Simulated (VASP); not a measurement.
**Hf: single point with LDA**

Hf:

```xyz
1
Lattice="-1.7221 1.7221 1.7221 1.7221 -1.7221 1.7221 1.7221 1.7221 -1.7221" Properties=species:S:1:pos:R:3 pbc="T T T"
Hf    0.0000    0.0000    0.0000
```

```json
{
 "Program": "VASP 6.6.1",
 "Task": "single point",
 "Functional": "LDA",
 "Potentials or basis": "VASP PAW LDA potentials, release 64 (Hf_pv)",
 "Cutoff": "520 eV",
 "k mesh": "10 × 10 × 10",
 "Occupations": "fermi-dirac, width 0.05 eV",
 "Spin": "no spin polarisation",
 "Dipole correction": "no",
 "Further INCAR settings": "ALGO = Normal; EDIFF = 1e-06; NBANDS = 11"
}
```

| Item | Value |
| --- | --- |
| Pressure | 0.1 GPa |
| Band gap on the k mesh | zero (band 5 reaches 6.60 eV, above the bottom of band 6 at 4.26 eV) |

Levels at points of the mesh, in eV from the Fermi level:
```csv
k point,band 2,band 3,band 4,band 5,band 6,band 7,band 8,band 9
"(0.00, 0.00, 0.00)",-29.37,-29.37,-7.30,1.46,1.46,1.46,4.52,4.52
"(0.50, 0.00, 0.00)",-29.73,-29.38,-3.71,-0.77,1.56,4.40,5.49,8.33
"(0.50, 0.50, 0.50)",-30.15,-30.15,-3.04,-3.04,7.37,7.37,7.37,8.03
```

Run time: 6.6 s on 1 thread of Intel Xeon 8259CL, on a shared host, peak memory 0.13 GiB.

Caveat: spin-orbit coupling is left out, which moves the levels of the heavy elements.
